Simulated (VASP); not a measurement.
BP: single point with PBE

BP:

```
B P
1.0
     0.00000    2.17930    2.17930
     2.17930    0.00000    2.17930
     2.17930    2.17930    0.00000
B P
1 1
Direct
  0.50000 0.50000 0.50000
  0.75000 0.75000 0.75000
```

This cell differs from its parent crystal: volume scaled by 0.88.

* Program: VASP 6.6.1
* Task: single point
* Functional: PBE
* Potentials or basis: VASP PAW PBE potentials, release 64 (B, P)
* Cutoff: 520 eV
* k mesh: 10 × 10 × 10
* Occupations: gaussian, width 0.02 eV
* Spin: no spin polarisation
* Dipole correction: no
* Further INCAR settings: ALGO = Normal; EDIFF = 1e-07; NBANDS = 11

The pressure is 26.0 GPa. The band gap on the k mesh is 1.07 eV, indirect (least direct gap 3.61 eV).

Levels at points of the mesh, in eV from the valence-band top:
```tsv
k point	band 1	band 2	band 3	band 4	band 5	band 6	band 7	band 8
(0.00, 0.00, 0.00)	-16.58	0.00	0.00	0.00	3.61	3.61	3.61	9.28
(0.50, 0.00, 0.00)	-12.77	-9.94	-1.90	-1.90	4.53	4.79	4.79	10.54
(0.50, 0.50, 0.00)	-11.07	-9.22	-4.56	-4.56	1.08	1.55	13.29	13.29
```

Wall time 11 s on 1 thread of Intel Xeon 8259CL, on a shared host, peak memory 0.13 GiB.

 A k mesh can miss the band edges.
